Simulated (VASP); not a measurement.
# PbS (R3m) in VASP: a series of runs, part 2 of 2

VASP 6.6.1.

## Step 3: Single point, PBEsol

This run uses another cell than the first one, of the same volume but with other edges.

INCAR

```
PREC = Accurate
ENCUT = 520
EDIFF = 1E-6
ISMEAR = 0
SIGMA = 0.03
LREAL = False
LASPH = True
NELM = 60
ALGO = Normal
ISIF = 2
LWAVE = False
LCHARG = False
GGA = PS
NBANDS = 17
```

KPOINTS

```
regular mesh
0
Gamma
  12 12 12
```

POSCAR

```
PbS
1.0
    1.9880907820      1.1478247481      3.8980530740
   -1.9880907820      1.1478247481      3.8980530740
    0.0000000000     -2.2956494963      3.8980530739
Pb S
1 1
Direct
    0.9805657800      0.9805657800      0.9805657800
    0.4750355500      0.4750355500      0.4750355500
```

Potentials or basis: VASP PAW PBE potentials, release 64 (Pb_d, S).

Started as:

```sh
$ cat potpaw_PBE.64/Pb_d/POTCAR potpaw_PBE.64/S/POTCAR > POTCAR
$ mpirun -np 1 vasp_std > vasp.out
```

OUTCAR:

```text
PREC = Accurate
   ENCUT = 520
   EDIFF = 1E-6
   ISMEAR = 0
   LREAL = False
   LASPH = True
   NELM = 60
   ISIF = 2
   GGA = PS

 ion  position               nearest neighbor table
   1  0.981  0.981  0.981-   2 2.97   2 2.97   2 2.97   2 3.05   2 3.05   2 3.05
   2  0.475  0.475  0.475-   1 2.97   1 2.97   1 2.97   1 3.05   1 3.05   1 3.05

  LATTYP: Found a trigonal (rhomboedric) cell.
 ALAT       =     4.5238064036
 COS(alpha) =     0.6137269605

  Lattice vectors:

 A1 = (   1.9880907820,   1.1478247481,   3.8980530740)
 A2 = (  -1.9880907820,   1.1478247481,   3.8980530740)
 A3 = (   0.0000000000,  -2.2956494963,   3.8980530739)

Analysis of symmetry for initial positions (statically):
=====================================================================
 Subroutine PRICEL returns:
 Original cell was already a primitive cell.

 Routine SETGRP: Setting up the symmetry group for a
 trigonal (rhombohedral) supercell.

 Subroutine GETGRP returns: Found  6 space group operations
 (whereof  6 operations were pure point group operations)
 out of a pool of 12 trial point group operations.

The static configuration has the point symmetry C_3v.

Analysis of symmetry for dynamics (positions and initial velocities):
=====================================================================
 Subroutine PRICEL returns:
 Original cell was already a primitive cell.

 Routine SETGRP: Setting up the symmetry group for a
 trigonal (rhombohedral) supercell.

 Subroutine GETGRP returns: Found  6 space group operations
 (whereof  6 operations were pure point group operations)
 out of a pool of 12 trial point group operations.

The dynamic configuration has the point symmetry C_3v.

 Subroutine INISYM returns: Found  6 space group operations
 (whereof  6 operations are pure point group operations),
 and found     1 'primitive' translations

----------------------------------------------------------------------------------------

[... 105 lines left out ...]
   EMIN   =  10.00;   EMAX   =-10.00  energy-range for DOS
   EFERMI =   0.00;   METHOD = LEGACY
   ISMEAR =     0;   SIGMA  =   0.03  broadening in eV -4-tet -1-fermi 0-gaus
   EFERMI_NEDOS =   21; number of points for ismear=-14 and -15
   IALGO  =     38    algorithm
   IMIX   =      4    mixing-type and parameters
     AMIX     =   0.40;   BMIX     =  1.00
     AMIX_MAG =   1.60;   BMIX_MAG =  1.00
  volume/ion in A,a.u.               =      26.69       180.08
  Fermi-wavevector in a.u.,A,eV,Ry     =   1.180270  2.230386 18.953411  1.393036
  Thomas-Fermi vector in A             =   2.316565
   LORBIT       =      0    0 simple, 1 ext, 2 COOP (PROOUT), +10 PAW based schemes
   GGA     = PS    functional components
   LHFCALC =     F    Hartree Fock is set to
   AEXX    =    0.0000 exact exchange contribution
   IVDW    =     0    specifies the selected vdW correction
   LEPSILON=     F    determine dielectric tensor
   LRPA    =     F    only Hartree local field effects (RPA)
 non-spin polarized calculation
 Gauss-broadening in eV      SIGMA  =   0.03
  energy-cutoff  :      520.00
  volume of cell :       53.37
 maximum number of plane-waves:      1457
 NGX is ok and might be reduce to    36

 number of electron      19.9999999 magnetization

 Free energy of the ion-electron system (eV)
  ---------------------------------------------------
  ext. energy  EPLUGINS =         0.00000000
  ---------------------------------------------------
  free energy    TOTEN  =        -9.27555721 eV

  energy without entropy =       -9.27555715  energy(sigma->0) =       -9.27555718

 E-fermi :   5.3185     XC(G=0):  -9.8052

 val. band max:        5.2335382315   @ k =   0.4167   0.3333   0.3333
 cond. band min:       5.4012185728   @ k =   0.5000   0.5000   0.4167
 fundamental gap:      0.1676803413
 Fermi energy:         5.3184779045

 k-point     1 :       0.0000    0.0000    0.0000
  band No.  band energies     occupation
      1     -11.4577      2.00000
      2     -11.4577      2.00000
      3     -11.4064      2.00000
      4     -11.3672      2.00000
      5     -11.3672      2.00000
      6      -7.9461      2.00000
[... 457 lines left out ...]
      4     -11.3862      2.00000
      5     -11.3457      2.00000
      6      -6.5189      2.00000
[... 9 lines left out ...]
     16      16.2630      0.00000
     17      16.4330      0.00000

 [... further k-points ...]
[... 5 lines left out ...]
  --------------------------------------------------------------------------------------
  -------------------------------------------------------------------------------------
  Total       -0.0188209     -0.0188209     -2.8762336      0.0000000      0.0000000      0.0000000
  in kB       -0.5649879     -0.5649879    -86.3423651      0.0000000      0.0000000      0.0000000
  external PRESSURE =     -29.1574470 kB  Pullay stress =       0.0000000 kB

 VOLUME and BASIS-vectors are now :
 -----------------------------------------------------------------------------
  energy-cutoff  :      520.00
  volume of cell :       53.37
      direct lattice vectors                 reciprocal lattice vectors
     1.988090782  1.147824748  3.898053074     0.251497570  0.145202190  0.085512774
    -1.988090782  1.147824748  3.898053074    -0.251497570  0.145202190  0.085512774
     0.000000000 -2.295649496  3.898053074     0.000000000 -0.290404379  0.085512774

 POSITION                                       TOTAL-FORCE (eV/Angst)
 -----------------------------------------------------------------------------------
      0.00000     -0.00000     11.46689         0.000000     -0.000000      0.105096
      0.00000     -0.00000      5.55514         0.000000      0.000000     -0.105096
 -----------------------------------------------------------------------------------
    total drift:                               -0.000000     -0.000000     -0.000112

  FREE ENERGIE OF THE ION-ELECTRON SYSTEM (eV)
  ---------------------------------------------------
  free  energy   TOTEN  =        -9.2755572120 eV

  energy  without entropy=       -9.2755571521  energy(sigma->0) =       -9.27555718
```

Wall time 3.2 min (1 thread of AMD EPYC 9R45 (Zen 5), shared host); peak memory 0.28 GiB.

What came out:

| Quantity | Value |
| --- | --- |
| Free energy | -9.2756 eV |
| Pressure | -2.9 GPa |
| Largest force | 0.105 eV/Å |
| Band gap on the k mesh | zero (band 10 reaches 5.85 eV, above the bottom of band 11 at 5.04 eV) |

Forces in eV/Å, atoms in the order of the input:
```
Pb   0.000  0.000  0.105
S    0.000  0.000 -0.105
```

Stress tensor (GPa, compression positive):
```
-0.06  0.00  0.00
 0.00 -0.06  0.00
 0.00  0.00 -8.63
```

Levels at points of the mesh, in eV from the Fermi level:
| k point | band 7 | band 8 | band 9 | band 10 | band 11 | band 12 | band 13 | band 14 |
| --- | --- | --- | --- | --- | --- | --- | --- | --- |
| (0.00, 0.00, 0.00) | -6.37 | -2.90 | -1.39 | -1.39 | 5.11 | 5.27 | 5.27 | 5.89 |
| (0.50, 0.00, 0.00) | -8.47 | -2.00 | -1.38 | -0.38 | -0.28 | 1.78 | 2.17 | 7.96 |
| (0.50, 0.50, 0.00) | -7.21 | -4.92 | -3.66 | -2.56 | 4.03 | 4.36 | 5.32 | 6.36 |
| (0.50, 0.50, 0.50) | -9.33 | -1.07 | -1.07 | 0.53 | 1.33 | 3.12 | 3.12 | 8.56 |

Caveat: the PAW data sets were made with another functional, which shifts forces and pressure a little; spin-orbit coupling is left out, which moves the levels of the heavy elements.

## Step 4: Single point, PBEsol

This run uses another cell than the first one, of the same volume but with other edges.

INCAR

```
PREC     = Accurate       # precision mode
ENCUT    = 520            # plane-wave cutoff, eV
EDIFF    = 1E-7           # SCF threshold, eV
ISMEAR   = 0              # smearing method
SIGMA    = 0.03           # smearing width, eV
LREAL    = F              # projectors in reciprocal space
LASPH    = T              # aspherical terms in the spheres
NELM     = 80             # most SCF steps
ALGO     = Normal         # electronic algorithm
ISIF     = 2              # what is computed and relaxed
LWAVE    = F              # write WAVECAR
LCHARG   = F              # write CHGCAR
GGA      = PS             # functional
NBANDS   = 17             # bands
```

KPOINTS is that of step 3.

POSCAR

```
PbS
1.0
    2.1722043775      1.2541227820      3.2652677741
   -2.1722043775      1.2541227820      3.2652677741
    0.0000000000     -2.5082455641      3.2652677740
Pb S
1 1
Direct
    0.9805657800      0.9805657800      0.9805657800
    0.4750355500      0.4750355500      0.4750355500
```

Started as:

```sh
$ cat potpaw_PBE.64/Pb_d/POTCAR potpaw_PBE.64/S/POTCAR > POTCAR
$ mpirun -np 1 vasp_std > vasp.out
```

Wall time 2 min (1 thread of AMD EPYC 9R45 (Zen 5), shared host); peak memory 0.26 GiB.

It converged, with:

| Property | Result |
| --- | --- |
| Free energy | -9.4149 eV |
| Pressure | -2.2 GPa |
| Largest force | 0.031 eV/Å |
| Band gap on the k mesh | zero (band 10 reaches 5.45 eV, above the bottom of band 11 at 5.37 eV) |

Forces in eV/Å, atoms in the order of the input:
```
Pb   0.000  0.000 -0.031
S    0.000  0.000  0.031
```

Stress tensor (GPa, compression positive):
```
-3.22  0.00  0.00
 0.00 -3.22  0.00
 0.00  0.00 -0.26
```

Levels at points of the mesh, in eV from the Fermi level:
| k point | band 8 | band 9 | band 10 | band 11 | band 12 | band 13 |
| --- | --- | --- | --- | --- | --- | --- |
| (0.00, 0.00, 0.00) | -2.29 | -2.29 | -1.74 | 4.95 | 5.07 | 5.07 |
| (0.50, 0.00, 0.00) | -1.77 | -1.57 | -0.01 | 0.30 | 1.90 | 2.32 |
| (0.50, 0.50, 0.00) | -5.10 | -3.62 | -3.08 | 3.78 | 4.95 | 5.45 |
| (0.50, 0.50, 0.50) | -1.93 | -1.93 | -0.49 | -0.09 | 1.43 | 1.43 |

Caveat: the PAW data sets were made with another functional, which shifts forces and pressure a little; spin-orbit coupling is left out, which moves the levels of the heavy elements.

## Step 5: Single point, PBEsol

This run uses another cell than the first one, of the same volume but with other edges.

INCAR

```
PREC     = Accurate       # precision mode
ENCUT    = 520            # plane-wave cutoff, eV
EDIFF    = 1E-6           # SCF threshold, eV
ISMEAR   = 0              # smearing method
SIGMA    = 0.03           # smearing width, eV
LREAL    = False          # projectors in reciprocal space
LASPH    = True           # aspherical terms in the spheres
NELM     = 80             # most SCF steps
ALGO     = Normal         # electronic algorithm
ISIF     = 2              # what is computed and relaxed
LWAVE    = False          # write WAVECAR
LCHARG   = True           # write CHGCAR
GGA      = PS             # functional
LELF     = True           # ELF
LVHAR    = True         
NBANDS   = 17             # bands
```

KPOINTS

```
Automatic mesh
0
Gamma
  12 12 12
```

POSCAR

```
PbS
1.0
    2.0465973084      1.1816035069      3.6783696791
   -2.0465973084      1.1816035069      3.6783696791
    0.0000000000     -2.3632070138      3.6783696790
Pb S
1 1
Direct
    0.9805657800      0.9805657800      0.9805657800
    0.4750355500      0.4750355500      0.4750355500
```

Potentials or basis: VASP PAW PBE potentials, release 64 (Pb_d, S).

Started as:

```sh
$ cat potpaw_PBE.64/Pb_d/POTCAR potpaw_PBE.64/S/POTCAR > POTCAR
$ mpirun -np 1 vasp_std > vasp.out
```

OUTCAR:

```text
PREC = Accurate
   ENCUT = 520
   EDIFF = 1E-6
   ISMEAR = 0
   LREAL = False
   LASPH = True
   NELM = 80
   ISIF = 2
   GGA = PS

 ion  position               nearest neighbor table
   1  0.981  0.981  0.981-   2 2.96   2 2.96   2 2.96   2 3.03   2 3.03   2 3.03
   2  0.475  0.475  0.475-   1 2.96   1 2.96   1 2.96   1 3.03   1 3.03   1 3.03

  LATTYP: Found a trigonal (rhomboedric) cell.
 ALAT       =     4.3720877034
 COS(alpha) =     0.5617549066

  Lattice vectors:

 A1 = (   2.0465973084,   1.1816035069,   3.6783696791)
 A2 = (  -2.0465973084,   1.1816035069,   3.6783696791)
 A3 = (   0.0000000000,  -2.3632070138,   3.6783696790)

Analysis of symmetry for initial positions (statically):
=====================================================================
 Subroutine PRICEL returns:
 Original cell was already a primitive cell.

 Routine SETGRP: Setting up the symmetry group for a
 trigonal (rhombohedral) supercell.

 Subroutine GETGRP returns: Found  6 space group operations
 (whereof  6 operations were pure point group operations)
 out of a pool of 12 trial point group operations.
[... 157 lines left out ...]
  ---------------------------------------------------
  ext. energy  EPLUGINS =         0.00000000
  ---------------------------------------------------
  free energy    TOTEN  =        -9.40009041 eV

  energy without entropy =       -9.40006362  energy(sigma->0) =       -9.40007701

 E-fermi :   5.4045     XC(G=0):  -9.7867

 val. band max:        5.3204341878   @ k =   0.4167   0.4167   0.4167
 cond. band min:       5.4136274183   @ k =   0.5000   0.0000   0.0000
 fundamental gap:      0.0931932305
 Fermi energy:         5.4044917900

 k-point     1 :       0.0000    0.0000    0.0000
  band No.  band energies     occupation
      1     -11.3595      2.00000
      2     -11.3595      2.00000
      3     -11.3338      2.00000
      4     -11.3099      2.00000
      5     -11.3099      2.00000
      6      -7.9915      2.00000
[... 457 lines left out ...]
      4     -11.3095      2.00000
      5     -11.2850      2.00000
      6      -6.6118      2.00000
[... 9 lines left out ...]
     16      15.5332      0.00000
     17      16.6261      0.00000

 [... further k-points ...]
[... 5 lines left out ...]
  --------------------------------------------------------------------------------------
  -------------------------------------------------------------------------------------
  Total       -0.2720105     -0.2720105     -1.7115044      0.0000000     -0.0000000      0.0000000
  in kB       -8.1655516     -8.1655516    -51.3780712      0.0000000     -0.0000000      0.0000000
  external PRESSURE =     -22.5697248 kB  Pullay stress =       0.0000000 kB

 VOLUME and BASIS-vectors are now :
 -----------------------------------------------------------------------------
  energy-cutoff  :      520.00
  volume of cell :       53.37
      direct lattice vectors                 reciprocal lattice vectors
     2.046597308  1.181603507  3.678369679     0.244307953  0.141051263  0.090619857
    -2.046597308  1.181603507  3.678369679    -0.244307953  0.141051263  0.090619857
     0.000000000 -2.363207014  3.678369679     0.000000000 -0.282102525  0.090619857

 POSITION                                       TOTAL-FORCE (eV/Angst)
 -----------------------------------------------------------------------------------
      0.00000      0.00000     10.82065         0.000000     -0.000000      0.036271
      0.00000      0.00000      5.24207         0.000000      0.000000     -0.036271
 -----------------------------------------------------------------------------------
    total drift:                                0.000000     -0.000000     -0.000580

  FREE ENERGIE OF THE ION-ELECTRON SYSTEM (eV)
  ---------------------------------------------------
  free  energy   TOTEN  =        -9.4000904082 eV

  energy  without entropy=       -9.4000636179  energy(sigma->0) =       -9.40007701
```

Wall time 3 min (1 thread of AMD EPYC 9R45 (Zen 5), shared host); peak memory 0.27 GiB.

What came out:

```yaml
Free_energy: -9.4001 eV
Pressure: -2.3 GPa
Largest_force: 0.036 eV/Å
Band_gap_on_the_k_mesh: zero (band 10 reaches 5.66 eV, above the bottom of band 11 at 5.41 eV)
```

Forces in eV/Å, atoms in the order of the input:
```
Pb   0.000  0.000  0.036
S    0.000  0.000 -0.036
```

Caveat: the PAW data sets were made with another functional, which shifts forces and pressure a little; spin-orbit coupling is left out, which moves the levels of the heavy elements.

## Step 6: Overview

| cell | gap on the mesh (eV) | pressure (GPa) | largest force (eV/Å) |
| --- | --- | --- | --- |
| a = 4.028 Å, angles 67.2°, 2 atoms | none | -2.7 | 0.03 |
| a = 4.524 Å, angles 52.1°, 2 atoms | none | -2.9 | 0.11 |
| a = 4.117 Å, angles 63.7°, 2 atoms | none | -2.2 | 0.03 |
| a = 4.372 Å, angles 55.8°, 2 atoms | none | -2.3 | 0.04 |

Alike in all rows: task single point; level PBEsol; potentials or basis VASP PAW PBE potentials, release 64 (Pb_d, S); no spin polarisation; k mesh 12 × 12 × 12; cutoff (eV) 520; smearing gaussian 0.03 eV.

Caveats: the PAW data sets were made with another functional, which shifts forces and pressure a little; spin-orbit coupling is left out, which moves the levels of the heavy elements.

Total energies depend on the potentials used, so only differences within one code and one set of settings carry meaning.
